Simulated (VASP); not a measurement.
# CoO: single point with PBE+U

CoO:

```
CELL_PARAMETERS angstrom
-1.50800 1.50800 2.10725
1.50800 -1.50800 2.10725
3.01600 3.01600 -4.21450
ATOMIC_POSITIONS crystal
Co 0.00000 0.00000 0.00000
Co 0.00000 0.00000 0.50000
O 0.50000 0.50000 0.00000
O 0.50000 0.50000 0.50000
```

- Program: VASP 6.6.1
- Task: single point
- Functional: PBE
- Potentials or basis: VASP PAW PBE potentials, release 64 (Co, O)
- Cutoff: 520 eV
- k mesh: 8 × 8 × 8
- Occupations: gaussian, width 0.05 eV
- Spin: collinear spin, ferromagnetic start
- Starting moments: [3.0, 3.0, 0.0, 0.0] μB
- Hubbard terms: Co d U = 8.0 eV
- Dipole correction: no
- Further INCAR settings: ALGO = Normal; EDIFF = 1e-07; NBANDS = 27

```
Pressure                                              : 4.1 GPa
Band gap on the k mesh                                : 2.13 eV
Net moment                                            : 6.00 μB per cell
Site moments                                          : Co +2.89; O +0.11 μB
Valence electrons inside the program's atomic spheres : Co 7.87; O 5.04
```

Stress tensor (GPa, compression positive):
```
5.25 5.63 0.00
5.63 5.25 0.00
0.00 0.00 1.75
```

Levels at points of the mesh, in eV from the valence-band top:
Spin up:
```
           k point  band 14  band 15  band 16  band 17  band 18  band 19  band 20  band 21  band 22  band 23
(0.00, 0.00, 0.00)    -2.78    -2.69    -1.49    -1.45    -1.24     2.38     6.88    10.23    11.48    16.11
(0.50, 0.00, 0.00)    -3.41    -0.27    -0.27     0.00     0.00     6.34     6.34    10.73    10.73    14.50
(0.50, 0.50, 0.00)    -4.45    -2.85    -2.84    -2.56    -2.48     7.04     7.05    10.83    10.97    11.28
(0.00, 0.00, 0.50)    -2.46    -1.80    -1.80    -1.75    -1.75     6.03     6.03    11.78    11.78    13.72
(0.50, 0.00, 0.50)    -3.44    -1.98    -1.98    -0.43    -0.43     7.74     7.74    11.26    11.26    11.55
(0.50, 0.50, 0.50)    -3.27    -3.26    -3.26    -1.79    -1.79     9.26     9.26    10.88    10.88    11.04
```
Spin down:
```
           k point  band 10  band 11  band 12  band 13  band 14  band 15
(0.00, 0.00, 0.00)    -1.24    -1.20    -1.05     2.13     2.95     3.61
(0.50, 0.00, 0.00)    -1.80    -1.62    -1.62     4.77     4.77     5.79
(0.50, 0.50, 0.00)    -2.51    -2.36    -2.28     4.36     4.37     5.14
(0.00, 0.00, 0.50)    -1.29    -1.25    -1.25     2.84     2.84     3.83
(0.50, 0.00, 0.50)    -2.53    -1.25    -1.25     4.75     4.75     5.58
(0.50, 0.50, 0.50)    -2.29    -2.29    -2.29     4.40     4.40     5.15
```

Eigenvalues of the final occupation matrices:
| site | spin | trace | eigenvalues |
| --- | --- | --- | --- |
| site 1 d | 1 | 5.03 | 0.98 0.98 0.99 1.04 1.04 |
| site 1 d | 2 | 2.18 | 0.02 0.08 0.11 0.98 0.98 |
| site 2 d | 1 | 5.03 | 0.98 0.98 0.99 1.04 1.04 |
| site 2 d | 2 | 2.18 | 0.02 0.08 0.11 0.98 0.98 |

Wall time 4.7 min on 1 thread of Intel Xeon 8259CL (shared host), peak memory 0.3 GiB.

Caveat: the cell stands under pressure. A k mesh can miss the band edges.
